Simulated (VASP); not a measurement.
Os, 1 atom in the cell. Symmetry: I4/mmm, No. 139, tetragonal system. Conventional cell: a = 2.751 Å, b = 2.751 Å, c = 3.832 Å, α = 90.00°, β = 90.00°, γ = 90.00°. Within 3.6 Å of Os (site symmetry 4/mmm) lie 12 Os at 2.73 to 2.75 Å.  This cell differs from its parent crystal: strain +0.000 along x and y, -0.015 along z.

```yaml
Program: VASP 6.6.1
Task: single point
Functional: r2SCAN
Potentials_or_basis: VASP PAW PBE potentials, release 64 (Os)
Cutoff: 520 eV
k_mesh: 20 × 20 × 20
Occupations: gaussian, width 0.15 eV
Spin: no spin polarisation
Dipole_correction: no
Further_INCAR_settings: ALGO = Normal; EDIFF = 1e-07; NBANDS = 10
```

Potentials or basis: VASP PAW PBE potentials, release 64 (Os).

The run is started by

```bash
$ cat potpaw_PBE.64/Os/POTCAR > POTCAR
$ cp INCAR.step1 INCAR
$ mpirun -np 1 vasp_std > vasp.out
$ cp INCAR.step2 INCAR
$ mpirun -np 1 vasp_std > vasp.out
```

Hardware: 1 thread of Intel(R) Xeon(R) 6975P-C (Granite Rapids) (shared host).

Question: Estimate the wall time of this run.

Answer: Wall time 2 min on 1 thread of Intel(R) Xeon(R) 6975P-C (Granite Rapids), on a shared host, peak memory 0.2 GiB. Counts: k points 641.
